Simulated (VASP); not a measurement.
# BN (F-43m) in VASP: notebook, part 2 of 2

VASP 6.6.1. Earlier steps stand in the parts before.

## (3) Single point, PBE

Contents of INCAR:

```
SYSTEM = BN
PREC     = Accurate       ! precision mode
ENCUT    = 600            ! plane-wave cutoff, eV
EDIFF    = 1E-6           ! SCF threshold, eV
ISMEAR   = 0              ! smearing method
SIGMA    = 0.01           ! smearing width, eV
LREAL    = .FALSE.        ! projectors in reciprocal space
LASPH    = .TRUE.         ! aspherical terms in the spheres
NELM     = 120            ! most SCF steps
ALGO     = Normal         ! electronic algorithm
ISIF     = 2              ! what is computed and relaxed
LWAVE    = .FALSE.        ! write WAVECAR
LCHARG   = .FALSE.        ! write CHGCAR
GGA      = PE             ! functional
NBANDS   = 11             ! bands
GGA_COMPAT= .FALSE.
```

Contents of KPOINTS:

```
regular mesh
0
G
  4 4 4
  0 0 0
```

Contents of POSCAR:

```
BN
1.0
    0.0000000000      1.7835645722      1.7835645722
    1.7835645722      0.0000000000      1.7835645722
    1.7835645722      1.7835645722      0.0000000000
B N
1 1
Direct
    0.0000000000      0.0000000000      0.0000000000
    0.2500000000      0.2500000000      0.2500000000
```

Potentials or basis: VASP PAW PBE potentials, release 64 (B, N).

Run with:

```console
$ cat potpaw_PBE.64/B/POTCAR potpaw_PBE.64/N/POTCAR > POTCAR
$ mpirun -np 1 vasp_std > vasp.out
```

OUTCAR:

```text
SYSTEM = BN
   PREC = Accurate
   ENCUT = 600
   EDIFF = 1E-6
   ISMEAR = 0
   LREAL = .FALSE.
   LASPH = .TRUE.
   NELM = 120
   ISIF = 2
   GGA = PE

 ion  position               nearest neighbor table
   1  0.000  0.000  0.000-   2 1.54   2 1.54   2 1.54   2 1.54
   2  0.250  0.250  0.250-   1 1.54   1 1.54   1 1.54   1 1.54

  LATTYP: Found a face centered cubic cell.
 ALAT       =     3.5671291444

  Lattice vectors:

 A1 = (   0.0000000000,   1.7835645722,   1.7835645722)
 A2 = (   1.7835645722,   0.0000000000,   1.7835645722)
 A3 = (   1.7835645722,   1.7835645722,   0.0000000000)

Analysis of symmetry for initial positions (statically):
=====================================================================
 Subroutine PRICEL returns:
 Original cell was already a primitive cell.

 Routine SETGRP: Setting up the symmetry group for a
 face centered cubic supercell.

 Subroutine GETGRP returns: Found 24 space group operations
 (whereof 24 operations were pure point group operations)
 out of a pool of 48 trial point group operations.

The static configuration has the point symmetry T_d .

Analysis of symmetry for dynamics (positions and initial velocities):
=====================================================================
 Subroutine PRICEL returns:
 Original cell was already a primitive cell.

 Routine SETGRP: Setting up the symmetry group for a
 face centered cubic supercell.

 Subroutine GETGRP returns: Found 24 space group operations
 (whereof 24 operations were pure point group operations)
 out of a pool of 48 trial point group operations.

The dynamic configuration has the point symmetry T_d .

 Subroutine INISYM returns: Found 24 space group operations
 (whereof 24 operations are pure point group operations),
 and found     1 'primitive' translations

----------------------------------------------------------------------------------------

                                     Primitive cell

  volume of cell :      11.3474

  direct lattice vectors                    reciprocal lattice vectors
     0.000000000  1.783564572  1.783564572    -0.280337481  0.280337481  0.280337481
     1.783564572  0.000000000  1.783564572     0.280337481 -0.280337481  0.280337481
     1.783564572  1.783564572  0.000000000     0.280337481  0.280337481 -0.280337481

  length of vectors
     2.522341207  2.522341207  2.522341207     0.485558761  0.485558761  0.485558761

  position of ions in fractional coordinates (direct lattice)
     0.000000000  0.000000000  0.000000000
     0.250000000  0.250000000  0.250000000

  ion indices of the primitive-cell ions
   primitive index   ion index
                 1           1
                 2           2

----------------------------------------------------------------------------------------

 KPOINTS: regular mesh

Automatic generation of k-mesh.
 Grid dimensions read from file:
 generate k-points for:    4    4    4

 Generating k-lattice:

  Cartesian coordinates                     Fractional coordinates (reciprocal lattice)
    -0.070084370  0.070084370  0.070084370     0.250000000  0.000000000  0.000000000
     0.070084370 -0.070084370  0.070084370     0.000000000  0.250000000  0.000000000
     0.070084370  0.070084370 -0.070084370     0.000000000  0.000000000  0.250000000

  Length of vectors
     0.121389690  0.121389690  0.121389690

  Shift w.r.t. Gamma in fractional coordinates (k-lattice)
     0.000000000  0.000000000  0.000000000

 Subroutine IBZKPT returns following result:
 ===========================================

 Found      8 irreducible k-points:

 Following reciprocal coordinates:
            Coordinates               Weight
  0.000000  0.000000  0.000000      1.000000
  0.250000  0.000000  0.000000      8.000000
  0.500000  0.000000  0.000000      4.000000
  0.250000  0.250000  0.000000      6.000000
  0.500000  0.250000  0.000000     24.000000
 -0.250000  0.250000  0.000000     12.000000
  0.500000  0.500000  0.000000      3.000000
 -0.250000  0.500000  0.250000      6.000000
   k-points           NKPTS =      8   k-points in BZ     NKDIM =      8   number of bands    NBANDS=     11
   number of dos      NEDOS =    301   number of ions     NIONS =      2
   total plane-waves  NPLWV =   8000
   dimension x,y,z NGX =    20 NGY =   20 NGZ =   20
   dimension x,y,z NGXF=    40 NGYF=   40 NGZF=   40
   ions per type =               1   1
   NGX,Y,Z   is equivalent  to a cutoff of  13.18, 13.18, 13.18 a.u.
   NGXF,Y,Z  is equivalent  to a cutoff of  26.36, 26.36, 26.36 a.u.
 SYSTEM =  BN
   PREC   = accura    normal or accurate (medium, high low for compatibility)
   ISTART =      0    job   : 0-new  1-cont  2-samecut
   ICHARG =      2    charge: 1-file 2-atom 10-const
   ISPIN  =      1    spin polarized calculation?
   LNONCOLLINEAR =      F non collinear calculations
   LSORBIT =      F    spin-orbit coupling
   LASPH  =      T    aspherical Exc in radial PAW
   ENCUT  =  600.0 eV  44.10 Ry    6.64 a.u.   5.04  5.04  5.04*2*pi/ulx,y,z
   NELM   =    120;   NELMIN=  2; NELMDL= -5     # of ELM steps
   EDIFF  = 0.1E-05   stopping-criterion for ELM
   LREAL  =      F    real-space projection
   EDIFFG = 0.1E-04   stopping-criterion for IOM
   NSW    =      0    number of steps for IOM
   IBRION =     -1    ionic relax: 0-MD 1-quasi-New 2-CG
   NFREE  =      0    steps in history (QN), initial steepest desc. (CG)
   ISIF   =      2    stress and relaxation
   ISYM   =      2    0-nonsym 1-usesym 2-fastsym
   POTIM  = 0.5000    time-step for ionic-motion
   TEBEG  =    0.0;   TEEND  =   0.0 temperature during run
   PSTRESS=    0.0 pullay stress
   NELECT =       8.0000    total number of electrons
   NUPDOWN=      -1.0000    fix difference up-down
   EMIN   =  10.00;   EMAX   =-10.00  energy-range for DOS
   EFERMI =   0.00;   METHOD = LEGACY
   ISMEAR =     0;   SIGMA  =   0.01  broadening in eV -4-tet -1-fermi 0-gaus
   EFERMI_NEDOS =   21; number of points for ismear=-14 and -15
   IALGO  =     38    algorithm
   IMIX   =      4    mixing-type and parameters
     AMIX     =   0.40;   BMIX     =  1.00
     AMIX_MAG =   1.60;   BMIX_MAG =  1.00
  volume/ion in A,a.u.               =       5.67        38.29
  Fermi-wavevector in a.u.,A,eV,Ry     =   1.457044  2.753414 28.884857  2.122977
  Thomas-Fermi vector in A             =   2.573891
   LORBIT       =      0    0 simple, 1 ext, 2 COOP (PROOUT), +10 PAW based schemes
   GGA     = PE    functional components
   LHFCALC =     F    Hartree Fock is set to
   AEXX    =    0.0000 exact exchange contribution
   IVDW    =     0    specifies the selected vdW correction
   LEPSILON=     F    determine dielectric tensor
   LRPA    =     F    only Hartree local field effects (RPA)
 non-spin polarized calculation
 Gauss-broadening in eV      SIGMA  =   0.01
  energy-cutoff  :      600.00
  volume of cell :       11.35
 maximum number of plane-waves:       392
   NGX =  9   NGY =  9   NGZ =  9

 number of electron       7.9999998 magnetization

 Free energy of the ion-electron system (eV)
  ---------------------------------------------------
  ext. energy  EPLUGINS =         0.00000000
  ---------------------------------------------------
  free energy    TOTEN  =       -17.34361416 eV

  energy without entropy =      -17.34361416  energy(sigma->0) =      -17.34361416

 E-fermi :   7.9921     XC(G=0): -13.0113

 val. band max:        7.9392306720   @ k =   0.0000   0.0000   0.0000
 cond. band min:      12.4148604879   @ k =   0.5000   0.5000   0.0000
 fundamental gap:      4.4756298159
 Fermi energy:         7.9920743391

 k-point     1 :       0.0000    0.0000    0.0000
  band No.  band energies     occupation
      1     -12.7688      2.00000
      2       7.9392      2.00000
      3       7.9392      2.00000
      4       7.9392      2.00000
      5      16.9217      0.00000
      6      16.9217      0.00000
      7      16.9217      0.00000
      8      18.9399      0.00000
      9      33.4241      0.00000
     10      36.1703      0.00000
     11      36.1703      0.00000
[... 85 lines left out ...]
 k-point     8 :      -0.2500    0.5000    0.2500
  band No.  band energies     occupation
      1      -6.5852      2.00000
      2       0.1626      2.00000
      3       0.6529      2.00000
      4       1.1289      2.00000
      5      17.6963      0.00000
      6      21.7129      0.00000
      7      22.6623      0.00000
      8      23.2179      0.00000
      9      27.8470      0.00000
     10      34.2298      0.00000
     11      38.0788      0.00000

------------------------ aborting loop because EDIFF is reached ----------------------------------------

  FORCE on cell =-STRESS in cart. coord.  units (eV):
  Direction    XX          YY          ZZ          XY          YZ          ZX
  --------------------------------------------------------------------------------------
  -------------------------------------------------------------------------------------
  Total        1.4417015      1.4417015      1.4417015      0.0000000     -0.0000000      0.0000000
  in kB      203.5585794    203.5585794    203.5585794      0.0000000     -0.0000000      0.0000000
  external PRESSURE =     203.5585794 kB  Pullay stress =       0.0000000 kB

 VOLUME and BASIS-vectors are now :
 -----------------------------------------------------------------------------
  energy-cutoff  :      600.00
  volume of cell :       11.35
      direct lattice vectors                 reciprocal lattice vectors
     0.000000000  1.783564572  1.783564572    -0.280337481  0.280337481  0.280337481
     1.783564572  0.000000000  1.783564572     0.280337481 -0.280337481  0.280337481
     1.783564572  1.783564572  0.000000000     0.280337481  0.280337481 -0.280337481

 POSITION                                       TOTAL-FORCE (eV/Angst)
 -----------------------------------------------------------------------------------
      0.00000      0.00000      0.00000        -0.000000     -0.000000     -0.000000
      0.89178      0.89178      0.89178         0.000000      0.000000      0.000000
 -----------------------------------------------------------------------------------
    total drift:                                0.000000      0.000000      0.000000

  FREE ENERGIE OF THE ION-ELECTRON SYSTEM (eV)
  ---------------------------------------------------
  free  energy   TOTEN  =       -17.3436141557 eV

  energy  without entropy=      -17.3436141557  energy(sigma->0) =      -17.34361416
```

It took 6.4 s on 1 thread of Intel Xeon 8259CL, shared host; peak memory 0.12 GiB.

Results:

| Item | Value |
| --- | --- |
| Free energy | -17.3436 eV |
| Pressure | 20.4 GPa |
| Band gap on the k mesh | 4.48 eV, indirect (least direct gap 8.98 eV) |

Levels at points of the mesh, in eV from the valence-band top:
| k point | band 1 | band 2 | band 3 | band 4 | band 5 | band 6 | band 7 | band 8 | band 9 |
| --- | --- | --- | --- | --- | --- | --- | --- | --- | --- |
| (0.00, 0.00, 0.00) | -20.71 | 0.00 | 0.00 | 0.00 | 8.98 | 8.98 | 8.98 | 11.00 | 25.48 |
| (0.50, 0.00, 0.00) | -16.29 | -11.08 | -2.02 | -2.02 | 10.66 | 10.90 | 10.90 | 15.66 | 24.02 |
| (0.50, 0.50, 0.00) | -14.87 | -9.20 | -5.12 | -5.12 | 4.48 | 9.43 | 18.53 | 18.53 | 21.48 |

Caveat: the k points lie up to 0.76 Å⁻¹ apart. A k mesh can miss the band edges.

## (4) Single point, PBE

This run uses another cell than the first one, of 6.15 Å³/atom, 1.083 times its volume.

Contents of INCAR:

```
SYSTEM = BN
  ALGO = Normal
  EDIFF = 1E-6
  ENCUT = 600
  GGA = PE
  GGA_COMPAT = .FALSE.
  ISIF = 2
  ISMEAR = 0
  LASPH = .TRUE.
  LCHARG = .TRUE.
  LELF = .TRUE.
  LREAL = .FALSE.
  LVHAR = .TRUE.
  LWAVE = .FALSE.
  NBANDS = 11
  NELM = 120
  PREC = Accurate
  SIGMA = 0.01
```

Contents of KPOINTS:

```
k-points
0
G
  6 6 6
  0 0 0
```

Contents of POSCAR:

```
BN
1.0
    0.0000000000      1.8317922021      1.8317922021
    1.8317922021      0.0000000000      1.8317922021
    1.8317922021      1.8317922021      0.0000000000
B N
1 1
Direct
    0.0000000000      0.0000000000      0.0000000000
    0.2500000000      0.2500000000      0.2500000000
```

Run with:

```console
$ cat potpaw_PBE.64/B/POTCAR potpaw_PBE.64/N/POTCAR > POTCAR
$ mpirun -np 1 vasp_std > vasp.out
```

It took 8.9 s on 1 thread of Intel Xeon 8259CL, shared host; peak memory 0.13 GiB.

Results (log left out):

```yaml
Free_energy: -17.4376 eV
Pressure: -11.3 GPa
Band_gap_on_the_k_mesh: 4.41 eV, indirect (least direct gap 8.63 eV)
```

Levels at points of the mesh, in eV from the valence-band top:
```
           k point  band 2  band 3  band 4  band 5  band 6  band 7
(0.00, 0.00, 0.00)    0.00    0.00    0.00    8.63    8.63    8.63
(0.50, 0.00, 0.00)  -10.33   -1.87   -1.87    9.63   10.48   10.48
(0.50, 0.50, 0.00)   -8.66   -4.71   -4.71    4.41    9.00   17.31
```

Caveat: the k points lie up to 0.50 Å⁻¹ apart.

## (5) Single point, PBE

This run uses another cell than the first one, of 6.38 Å³/atom, 1.125 times its volume.

Contents of INCAR:

```
ALGO     = Normal         # electronic algorithm
EDIFF    = 1E-6           # SCF threshold, eV
ENCUT    = 600            # plane-wave cutoff, eV
GGA      = PE             # functional
GGA_COMPAT= F            
ISIF     = 2              # what is computed and relaxed
ISMEAR   = 0              # smearing method
LASPH    = T              # aspherical terms in the spheres
LCHARG   = F              # write CHGCAR
LREAL    = F              # projectors in reciprocal space
LWAVE    = F              # write WAVECAR
NBANDS   = 11             # bands
NELM     = 120            # most SCF steps
PREC     = Accurate       # precision mode
SIGMA    = 0.01           # smearing width, eV
```

Contents of KPOINTS:

```
k-points
0
Gamma
  6 6 6
```

Contents of POSCAR:

```
BN
1.0
    0.0000000000      1.8549819070      1.8549819070
    1.8549819070      0.0000000000      1.8549819070
    1.8549819070      1.8549819070      0.0000000000
B N
1 1
Direct
    0.0000000000      0.0000000000      0.0000000000
    0.2500000000      0.2500000000      0.2500000000
```

Potentials or basis: VASP PAW PBE potentials, release 64 (B, N).

Run with:

```console
$ cat potpaw_PBE.64/B/POTCAR potpaw_PBE.64/N/POTCAR > POTCAR
$ mpirun -np 1 vasp_std > vasp.out
```

OUTCAR:

```text
EDIFF = 1E-6
   ENCUT = 600
   GGA = PE
   ISIF = 2
   ISMEAR = 0
   LASPH = T
   LREAL = F
   NELM = 120
   PREC = Accurate

 ion  position               nearest neighbor table
   1  0.000  0.000  0.000-   2 1.61   2 1.61   2 1.61   2 1.61
   2  0.250  0.250  0.250-   1 1.61   1 1.61   1 1.61   1 1.61

  LATTYP: Found a face centered cubic cell.
 ALAT       =     3.7099638140

  Lattice vectors:

 A1 = (   0.0000000000,   1.8549819070,   1.8549819070)
 A2 = (   1.8549819070,   0.0000000000,   1.8549819070)
 A3 = (   1.8549819070,   1.8549819070,   0.0000000000)

Analysis of symmetry for initial positions (statically):
=====================================================================
 Subroutine PRICEL returns:
 Original cell was already a primitive cell.

 Routine SETGRP: Setting up the symmetry group for a
 face centered cubic supercell.

 Subroutine GETGRP returns: Found 24 space group operations
 (whereof 24 operations were pure point group operations)
 out of a pool of 48 trial point group operations.

The static configuration has the point symmetry T_d .

Analysis of symmetry for dynamics (positions and initial velocities):
[... 163 lines left out ...]
      4       6.4774      2.00000
      5      14.9252      0.00000
      6      14.9252      0.00000
      7      14.9252      0.00000
      8      15.5902      0.00000
      9      29.7978      0.00000
     10      33.3120      0.00000
     11      33.3120      0.00000
[... 197 lines left out ...]
 k-point    16 :      -0.3333    0.5000    0.1667
  band No.  band energies     occupation
      1      -7.5912      2.00000
      2      -1.2796      2.00000
      3       0.7316      2.00000
      4       0.8158      2.00000
      5      13.9611      0.00000
      6      17.8531      0.00000
      7      20.5826      0.00000
      8      22.2163      0.00000
      9      24.9234      0.00000
     10      30.9502      0.00000
     11      35.4669      0.00000

------------------------ aborting loop because EDIFF is reached ----------------------------------------

  FORCE on cell =-STRESS in cart. coord.  units (eV):
  Direction    XX          YY          ZZ          XY          YZ          ZX
  --------------------------------------------------------------------------------------
  -------------------------------------------------------------------------------------
  Total       -1.8279211     -1.8279211     -1.8279211      0.0000000      0.0000000     -0.0000000
  in kB     -229.4135124   -229.4135124   -229.4135124      0.0000000      0.0000000     -0.0000000
  external PRESSURE =    -229.4135124 kB  Pullay stress =       0.0000000 kB

 VOLUME and BASIS-vectors are now :
 -----------------------------------------------------------------------------
  energy-cutoff  :      600.00
  volume of cell :       12.77
      direct lattice vectors                 reciprocal lattice vectors
     0.000000000  1.854981907  1.854981907    -0.269544408  0.269544408  0.269544408
     1.854981907  0.000000000  1.854981907     0.269544408 -0.269544408  0.269544408
     1.854981907  1.854981907  0.000000000     0.269544408  0.269544408 -0.269544408

 POSITION                                       TOTAL-FORCE (eV/Angst)
 -----------------------------------------------------------------------------------
      0.00000      0.00000      0.00000        -0.000000     -0.000000     -0.000000
      0.92749      0.92749      0.92749         0.000000      0.000000      0.000000
 -----------------------------------------------------------------------------------
    total drift:                                0.000000      0.000000      0.000000

  FREE ENERGIE OF THE ION-ELECTRON SYSTEM (eV)
  ---------------------------------------------------
  free  energy   TOTEN  =       -17.3880615927 eV

  energy  without entropy=      -17.3880615927  energy(sigma->0) =      -17.38806159
```

OSZICAR:

```text
N       E                     dE             d eps       ncg     rms          rms(c)
DAV:   1     0.130259700803E+02    0.13026E+02   -0.53197E+03   360   0.811E+02
DAV:   2    -0.175897778252E+02   -0.30616E+02   -0.29414E+02   432   0.181E+02
DAV:   3    -0.182436325632E+02   -0.65385E+00   -0.65185E+00   421   0.220E+01
DAV:   4    -0.182446789632E+02   -0.10464E-02   -0.10463E-02   376   0.925E-01
DAV:   5    -0.182446800462E+02   -0.10830E-05   -0.10830E-05   415   0.311E-02    0.627E+00
DAV:   6    -0.174492336989E+02    0.79545E+00   -0.31000E+00   398   0.103E+01    0.299E+00
DAV:   7    -0.173996258925E+02    0.49608E-01   -0.74924E-02   382   0.236E+00    0.180E+00
DAV:   8    -0.173878472419E+02    0.11779E-01   -0.32381E-02   394   0.130E+00    0.155E-01
DAV:   9    -0.173879571753E+02   -0.10993E-03   -0.11155E-03   364   0.260E-01    0.759E-02
DAV:  10    -0.173880554349E+02   -0.98260E-04   -0.13660E-04   381   0.106E-01    0.145E-02
DAV:  11    -0.173880615180E+02   -0.60830E-05   -0.10673E-05   397   0.271E-02    0.102E-02
DAV:  12    -0.173880615927E+02   -0.74780E-07   -0.16995E-06   218   0.955E-03
   1 F= -.17388062E+02 E0= -.17388062E+02  d E =-.695930E-18
```

It used 5.6 s of CPU time on 1 thread of Intel Xeon 8259CL (shared host).

Results:

| Property | Result |
| --- | --- |
| Free energy | -17.3881 eV |
| Pressure | -22.9 GPa |
| Band gap on the k mesh | 4.37 eV, indirect (least direct gap 8.45 eV) |

Levels at points of the mesh, in eV from the valence-band top:
| k point | band 2 | band 3 | band 4 | band 5 | band 6 | band 7 |
| --- | --- | --- | --- | --- | --- | --- |
| (0.00, 0.00, 0.00) | 0.00 | 0.00 | 0.00 | 8.45 | 8.45 | 8.45 |
| (0.50, 0.00, 0.00) | -10.00 | -1.80 | -1.80 | 9.15 | 10.27 | 10.27 |
| (0.50, 0.50, 0.00) | -8.43 | -4.54 | -4.54 | 4.37 | 8.79 | 16.75 |

Caveat: the k points lie up to 0.49 Å⁻¹ apart. A k mesh can miss the band edges.

## (6) Summary

| cell | k mesh | gap on the mesh (eV) | pressure (GPa) |
| --- | --- | --- | --- |
| a = 2.522 Å, angles 60.0°, 2 atoms | 4 × 4 × 4 | 4.48 | 20.4 |
| a = 2.591 Å, angles 60.0°, 2 atoms | 6 × 6 × 6 | 4.41 | -11.3 |
| a = 2.623 Å, angles 60.0°, 2 atoms | 6 × 6 × 6 | 4.37 | -22.9 |

Alike in all rows: task single point; level PBE; potentials or basis VASP PAW PBE potentials, release 64 (B, N); no spin polarisation; cutoff (eV) 600; smearing gaussian 0.01 eV.

Caveats: all runs use coarse meshes.

Total energies depend on the potentials used, so only differences within one code and one set of settings carry meaning.
